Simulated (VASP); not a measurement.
# Ta5AlN6 (Pmmm) in VASP: single point with PBE

Aim: the single point of Ta5AlN6 with PBE.

All numbers are computed with VASP 6.6.1; they aren't measurements. Logs are shortened: lines on timing, memory, paths and dates and some standing lists are left out, and cuts for length are marked.

### 1 The cell of the first run

Symmetry: Pmmm, No. 47, orthorhombic system. The conventional cell has a = 2.991 Å, b = 4.350 Å, c = 9.652 Å, α = 90.00°, β = 90.00°, γ = 90.00°. Ta (site symmetry mmm) has 6 N at 2.15 to 2.17 Å within 2.8 Å. Within 3.0 Å of Ta (site symmetry mm2) lie 6 N at 2.20 to 2.25 Å and 6 Ta at 2.99 to 3.00 Å. Within 3.2 Å of Ta (site symmetry mm2) lie 6 N at 2.18 to 2.30 Å and 10 Ta at 2.99 to 3.16 Å and 1 Al at 3.09 Å. Within 2.7 Å of Al (site symmetry mmm) lie 6 N at 2.01 to 2.17 Å. Within 2.7 Å of N (site symmetry mm2) lie 2 Al at 2.01 Å and 4 Ta at 2.20 to 2.30 Å and 1 N at 2.69 Å. N (site symmetry mm2) has 6 Ta at 2.15 to 2.20 Å within 2.8 Å. N (site symmetry mmm) has 6 Ta at 2.17 to 2.29 Å and 10 N at 2.99 to 3.06 Å within 3.1 Å. N (site symmetry mmm) has 2 Al at 2.17 Å and 4 Ta at 2.25 Å and 10 N at 2.96 to 2.99 Å within 3.0 Å.

### 2 Single point, PBE

The input, POSCAR:

```
Ta5AlN6
1.0
    2.9905048978      0.0000000000      0.0000000000
    0.0000000000      4.3495969877      0.0000000000
    0.0000000000      0.0000000000      9.6523980004
Ta Al N
5 1 6
Direct
    0.0000000000      0.0000000000      0.0000000000
    0.0000000000      0.0000000000      0.3264628079
    0.0000000000      0.0000000000      0.6735371921
    0.5000000000      0.5000000000      0.8202370467
    0.5000000000      0.5000000000      0.1797629533
    0.5000000000      0.5000000000      0.5000000000
    0.0000000000      0.5000000000      0.3608267154
    0.0000000000      0.5000000000      0.6391732846
    0.5000000000      0.0000000000      0.8400395815
    0.0000000000      0.5000000000      0.0000000000
    0.5000000000      0.0000000000      0.1599604185
    0.5000000000      0.0000000000      0.5000000000
```

The input, INCAR.step1:

```
PREC = Accurate
ENCUT = 520
EDIFF = 1E-6
ISMEAR = 0
SIGMA = 0.1
LREAL = F
LASPH = T
NELM = 100
ALGO = Fast
ISIF = 2
LWAVE = F
LCHARG = T
LMAXMIX = 4
GGA = PE
NBANDS = 56
```

The input, KPOINTS.step1:

```
regular mesh
0
Gamma
  12 10 4
```

The input, INCAR.step2:

```
PREC = Accurate
ENCUT = 520
EDIFF = 1E-6
ISMEAR = -5
SIGMA = 0.1
LREAL = F
LASPH = T
NELM = 100
ALGO = Fast
ISIF = 2
LWAVE = F
LCHARG = F
LMAXMIX = 4
GGA = PE
LORBIT = 11
NEDOS = 1001
ICHARG = 11
```

The input, KPOINTS.step2:

```
regular mesh
0
Gamma
  18 15 6
```

Potentials or basis: VASP PAW PBE potentials, release 64 (Ta_pv, Al, N).

The run is started by

```
cat potpaw_PBE.64/Ta_pv/POTCAR potpaw_PBE.64/Al/POTCAR potpaw_PBE.64/N/POTCAR > POTCAR
cp INCAR.step1 INCAR
cp KPOINTS.step1 KPOINTS
mpirun -np 1 vasp_std > vasp.out
cp INCAR.step2 INCAR
cp KPOINTS.step2 KPOINTS
mpirun -np 1 vasp_std > vasp.out
```

OUTCAR:

```text
PREC = Accurate
   ENCUT = 520
   EDIFF = 1E-6
   ISMEAR = -5
   LREAL = F
   LASPH = T
   NELM = 100
   ISIF = 2
   GGA = PE
   LORBIT = 11
   ICHARG = 11

 ion  position               nearest neighbor table
   1  0.000  0.000  0.000-   9 2.15  11 2.15   9 2.15  11 2.15  10 2.17  10 2.17   2 3.15   3 3.15
                             5 3.16   5 3.16   4 3.16   5 3.16   4 3.16   4 3.16   4 3.16   5 3.16
   2  0.000  0.000  0.326-  11 2.20  11 2.20   7 2.20   7 2.20  12 2.25  12 2.25   5 3.00   5 3.00
                             5 3.00   5 3.00   6 3.13   6 3.13   6 3.13   6 3.13   1 3.15   3 3.35
   3  0.000  0.000  0.674-   9 2.20   9 2.20   8 2.20   8 2.20  12 2.25  12 2.25   4 3.00   4 3.00
                             4 3.00   4 3.00   6 3.13   6 3.13   6 3.13   6 3.13   1 3.15   2 3.35
   4  0.500  0.500  0.820-   9 2.18   9 2.18  10 2.29  10 2.29   8 2.30   8 2.30   3 3.00   3 3.00
                             3 3.00   3 3.00   6 3.09   1 3.16   1 3.16   1 3.16   1 3.16   5 3.47
   5  0.500  0.500  0.180-  11 2.18  11 2.18  10 2.29  10 2.29   7 2.30   7 2.30   2 3.00   2 3.00
                             2 3.00   2 3.00   6 3.09   1 3.16   1 3.16   1 3.16   1 3.16   4 3.47
   6  0.500  0.500  0.500-   7 2.01   8 2.01   7 2.01   8 2.01  12 2.17  12 2.17   4 3.09   5 3.09
                             3 3.13   3 3.13   2 3.13   3 3.13   2 3.13   2 3.13   2 3.13   3 3.13
   7  0.000  0.500  0.361-   6 2.01   6 2.01   2 2.20   2 2.20   5 2.30   5 2.30
   8  0.000  0.500  0.639-   6 2.01   6 2.01   3 2.20   3 2.20   4 2.30   4 2.30
   9  0.500  0.000  0.840-   1 2.15   1 2.15   4 2.18   4 2.18   3 2.20   3 2.20
  10  0.000  0.500  0.000-   1 2.17   1 2.17   5 2.29   4 2.29   4 2.29   5 2.29
  11  0.500  0.000  0.160-   1 2.15   1 2.15   5 2.18   5 2.18   2 2.20   2 2.20
  12  0.500  0.000  0.500-   6 2.17   6 2.17   2 2.25   3 2.25   2 2.25   3 2.25

  LATTYP: Found a simple orthorhombic cell.
 ALAT       =     2.9905048978
 B/A-ratio  =     1.4544691068
 C/A-ratio  =     3.2276817227

  Lattice vectors:

 A1 = (   2.9905048978,   0.0000000000,   0.0000000000)
 A2 = (   0.0000000000,   4.3495969877,   0.0000000000)
 A3 = (   0.0000000000,   0.0000000000,   9.6523980004)

Analysis of symmetry for initial positions (statically):
=====================================================================
 Subroutine PRICEL returns:
 Original cell was already a primitive cell.

 Routine SETGRP: Setting up the symmetry group for a
 simple orthorhombic supercell.

 Subroutine GETGRP returns: Found  8 space group operations
 (whereof  8 operations were pure point group operations)
 out of a pool of  8 trial point group operations.

The static configuration has the point symmetry D_2h.

Analysis of symmetry for dynamics (positions and initial velocities):
=====================================================================
 Subroutine PRICEL returns:
 Original cell was already a primitive cell.

 Routine SETGRP: Setting up the symmetry group for a
 simple orthorhombic supercell.

 Subroutine GETGRP returns: Found  8 space group operations
 (whereof  8 operations were pure point group operations)
 out of a pool of  8 trial point group operations.

The dynamic configuration has the point symmetry D_2h.

 Subroutine INISYM returns: Found  8 space group operations
 (whereof  8 operations are pure point group operations),
 and found     1 'primitive' translations

----------------------------------------------------------------------------------------

                                     Primitive cell

  volume of cell :     125.5535

  direct lattice vectors                    reciprocal lattice vectors
     2.990504898  0.000000000  0.000000000     0.334391694  0.000000000  0.000000000
     0.000000000  4.349596988  0.000000000     0.000000000  0.229906357  0.000000000
     0.000000000  0.000000000  9.652398000     0.000000000  0.000000000  0.103601198

  length of vectors
     2.990504898  4.349596988  9.652398000     0.334391694  0.229906357  0.103601198

  position of ions in fractional coordinates (direct lattice)
     0.000000000  0.000000000  0.000000000
     0.000000000  0.000000000  0.326462808
     0.000000000  0.000000000  0.673537192
     0.500000000  0.500000000  0.820237047
     0.500000000  0.500000000  0.179762953
     0.500000000  0.500000000  0.500000000
     0.000000000  0.500000000  0.360826715
     0.000000000  0.500000000  0.639173285
     0.500000000  0.000000000  0.840039582
     0.000000000  0.500000000  0.000000000
     0.500000000  0.000000000  0.159960418
     0.500000000  0.000000000  0.500000000

  ion indices of the primitive-cell ions
   primitive index   ion index
                 1           1
                 2           2
                 3           3
                 4           4
                 5           5
                 6           6
                 7           7
                 8           8
                 9           9
                10          10
                11          11
                12          12

----------------------------------------------------------------------------------------

 KPOINTS: regular mesh

Automatic generation of k-mesh.
 Grid dimensions read from file:
 generate k-points for:   18   15    6

 Generating k-lattice:

  Cartesian coordinates                     Fractional coordinates (reciprocal lattice)
     0.018577316  0.000000000  0.000000000     0.055555556  0.000000000  0.000000000
     0.000000000  0.015327090  0.000000000     0.000000000  0.066666667  0.000000000
     0.000000000  0.000000000  0.017266866     0.000000000  0.000000000  0.166666667

  Length of vectors
     0.018577316  0.015327090  0.017266866

  Shift w.r.t. Gamma in fractional coordinates (k-lattice)
     0.000000000  0.000000000  0.000000000

 TETIRR: Found   4860 inequivalent tetrahedra from     9720

 Subroutine IBZKPT returns following result:
 ===========================================

 Found    320 irreducible k-points:

 Following reciprocal coordinates:
            Coordinates               Weight
  0.000000  0.000000  0.000000      1.000000
  0.055556  0.000000  0.000000      2.000000
  0.111111  0.000000  0.000000      2.000000
  0.166667  0.000000  0.000000      2.000000
  0.222222  0.000000  0.000000      2.000000
  0.277778  0.000000  0.000000      2.000000
[... 16 lines left out ...]
  0.111111  0.133333  0.000000      4.000000
  0.166667  0.133333  0.000000      4.000000
 [... further k-points ...]
   k-points           NKPTS =    320   k-points in BZ     NKDIM =    320   number of bands    NBANDS=     52
   number of dos      NEDOS =   1001   number of ions     NIONS =     12
   total plane-waves  NPLWV =  55296
   dimension x,y,z NGX =    24 NGY =   32 NGZ =   72
   dimension x,y,z NGXF=    48 NGYF=   64 NGZF=  144
   ions per type =               5   1   6
   NGX,Y,Z   is equivalent  to a cutoff of  13.34, 12.23, 12.40 a.u.
   NGXF,Y,Z  is equivalent  to a cutoff of  26.68, 24.46, 24.80 a.u.
 SYSTEM =  unknown system
   PREC   = accura    normal or accurate (medium, high low for compatibility)
   ISTART =      0    job   : 0-new  1-cont  2-samecut
   ICHARG =     11    charge: 1-file 2-atom 10-const
   ISPIN  =      1    spin polarized calculation?
   LNONCOLLINEAR =      F non collinear calculations
   LSORBIT =      F    spin-orbit coupling
   LASPH  =      T    aspherical Exc in radial PAW
   ENCUT  =  520.0 eV  38.22 Ry    6.18 a.u.   5.56  8.09 17.95*2*pi/ulx,y,z
   NELM   =    100;   NELMIN=  2; NELMDL=  0     # of ELM steps
   EDIFF  = 0.1E-05   stopping-criterion for ELM
   LREAL  =      F    real-space projection
   EDIFFG = 0.1E-04   stopping-criterion for IOM
   NSW    =      0    number of steps for IOM
   IBRION =     -1    ionic relax: 0-MD 1-quasi-New 2-CG
   NFREE  =      0    steps in history (QN), initial steepest desc. (CG)
   ISIF   =      2    stress and relaxation
   ISYM   =      2    0-nonsym 1-usesym 2-fastsym
   POTIM  = 0.5000    time-step for ionic-motion
   TEBEG  =    0.0;   TEEND  =   0.0 temperature during run
   PSTRESS=    0.0 pullay stress
   NELECT =      88.0000    total number of electrons
   NUPDOWN=      -1.0000    fix difference up-down
   EMIN   =  10.00;   EMAX   =-10.00  energy-range for DOS
   EFERMI =   0.00;   METHOD = LEGACY
   ISMEAR =    -5;   SIGMA  =   0.10  broadening in eV -4-tet -1-fermi 0-gaus
   EFERMI_NEDOS =   21; number of points for ismear=-14 and -15
   IALGO  =     68    algorithm
   IMIX   =      4    mixing-type and parameters
     AMIX     =   0.40;   BMIX     =  1.00
     AMIX_MAG =   1.60;   BMIX_MAG =  1.00
  volume/ion in A,a.u.               =      10.46        70.61
  Fermi-wavevector in a.u.,A,eV,Ry     =   1.454207  2.748052 28.772473  2.114717
  Thomas-Fermi vector in A             =   2.571384
   LORBIT       =     11    0 simple, 1 ext, 2 COOP (PROOUT), +10 PAW based schemes
   GGA     = PE    functional components
   LHFCALC =     F    Hartree Fock is set to
   AEXX    =    0.0000 exact exchange contribution
   IVDW    =     0    specifies the selected vdW correction
   LEPSILON=     F    determine dielectric tensor
   LRPA    =     F    only Hartree local field effects (RPA)
 non-spin polarized calculation
 RMM-DIIS sequential band-by-band and
 Fermi weights with tetrahedron method with Bloechl corrections
  energy-cutoff  :      520.00
  volume of cell :      125.55
 maximum number of plane-waves:      3414
 NGX is ok and might be reduce to    24

 number of electron      87.9999997 magnetization

 Free energy of the ion-electron system (eV)
  ---------------------------------------------------
  ext. energy  EPLUGINS =         0.00000000
  ---------------------------------------------------
  free energy    TOTEN  =      -123.46977896 eV

  energy without entropy =     -123.46977896  energy(sigma->0) =     -123.46977896

 E-fermi :   9.4881     XC(G=0): -13.1572

 val. band max:        9.5398415705   @ k =   0.1667   0.4000   0.0000
 cond. band min:       9.3963257170   @ k =   0.0556   0.4667   0.0000
 fundamental gap:     -0.1435158535
 Fermi energy:         9.4881048420

 k-point     1 :       0.0000    0.0000    0.0000
  band No.  band energies     occupation
      1     -27.0420      2.00000
      2     -27.0121      2.00000
      3     -26.6056      2.00000
      4     -26.6045      2.00000
      5     -26.5547      2.00000
      6     -26.5244      2.00000
[... 44 lines left out ...]
     51      10.4179      0.00000
     52      10.4359      0.00000
[... 1263 lines left out ...]
     51      11.6561      0.00000
     52      11.8970      0.00000

 [... further k-points ...]

------------------------ aborting loop because EDIFF is reached ----------------------------------------

  FORCE on cell =-STRESS in cart. coord.  units (eV):
  Direction    XX          YY          ZZ          XY          YZ          ZX
  --------------------------------------------------------------------------------------
  -------------------------------------------------------------------------------------
  Total        0.4610374      0.9076694     -0.0740784      0.0000000      0.0000000      0.0000000
  in kB        5.8832598     11.5826925     -0.9453088      0.0000000      0.0000000      0.0000000
  external PRESSURE =       5.5068812 kB  Pullay stress =       0.0000000 kB

 VOLUME and BASIS-vectors are now :
 -----------------------------------------------------------------------------
  energy-cutoff  :      520.00
  volume of cell :      125.55
      direct lattice vectors                 reciprocal lattice vectors
     2.990504898  0.000000000  0.000000000     0.334391694  0.000000000  0.000000000
     0.000000000  4.349596988  0.000000000     0.000000000  0.229906357  0.000000000
     0.000000000  0.000000000  9.652398000     0.000000000  0.000000000  0.103601198

 POSITION                                       TOTAL-FORCE (eV/Angst)
 -----------------------------------------------------------------------------------
      0.00000      0.00000      0.00000         0.000000      0.000000      0.000000
      0.00000      0.00000      3.15115         0.000000     -0.000000     -0.122139
      0.00000      0.00000      6.50125         0.000000     -0.000000      0.122139
      1.49525      2.17480      7.91725         0.000000      0.000000      0.014172
      1.49525      2.17480      1.73514         0.000000      0.000000     -0.014172
      1.49525      2.17480      4.82620         0.000000      0.000000      0.000000
      0.00000      2.17480      3.48284         0.000000      0.000000      0.046087
      0.00000      2.17480      6.16955         0.000000      0.000000     -0.046087
      1.49525      0.00000      8.10840         0.000000      0.000000      0.007992
      0.00000      2.17480      0.00000         0.000000      0.000000      0.000000
      1.49525      0.00000      1.54400         0.000000      0.000000     -0.007992
      1.49525      0.00000      4.82620         0.000000      0.000000      0.000000
 -----------------------------------------------------------------------------------
    total drift:                                0.000000      0.000000      0.000000

  FREE ENERGIE OF THE ION-ELECTRON SYSTEM (eV)
  ---------------------------------------------------
  free  energy   TOTEN  =      -123.4697789628 eV

  energy  without entropy=     -123.4697789628  energy(sigma->0) =     -123.46977896

 total charge

# of ion       s       p       d       tot
------------------------------------------
    1        0.297   6.255   2.390   8.942
    2        0.281   6.224   2.423   8.928
    3        0.281   6.224   2.423   8.928
    4        0.265   6.197   2.481   8.943
    5        0.265   6.197   2.481   8.943
    6        0.321   0.356   0.000   0.677
    7        1.228   2.543   0.000   3.771
    8        1.228   2.543   0.000   3.771
    9        1.234   2.550   0.000   3.785
   10        1.226   2.516   0.000   3.742
   11        1.234   2.550   0.000   3.785
   12        1.226   2.512   0.000   3.738
--------------------------------------------------
tot          9.087  46.668  12.197  67.953
```

Wall time 81 min (1 thread of Oxide Virtual Turin-like, shared host); peak memory 1.4 GiB.

Results:

| Item | Value |
| --- | --- |
| Valence electrons inside the program's atomic spheres | Ta 8.94, 8.93 (each value once); Al 0.68; N 3.77, 3.79, 3.74 (each value once) |

Levels at points of the mesh, in eV from the Fermi level:
```csv
k point,band 41,band 42,band 43,band 44,band 45,band 46,band 47,band 48
"(0.00, 0.00, 0.00)",-2.14,-1.74,-1.72,-1.11,-0.70,-0.46,-0.28,0.62
"(0.50, 0.00, 0.00)",-3.49,-3.18,-2.61,0.41,0.46,2.51,2.55,2.65
"(0.00, 0.00, 0.50)",-2.90,-1.53,-1.09,-1.08,-0.87,-0.53,-0.26,0.87
"(0.50, 0.00, 0.50)",-4.02,-2.37,-2.20,-0.19,0.05,1.77,2.36,2.66
```

Caveat: spin-orbit coupling is left out, which moves the levels of the heavy elements.
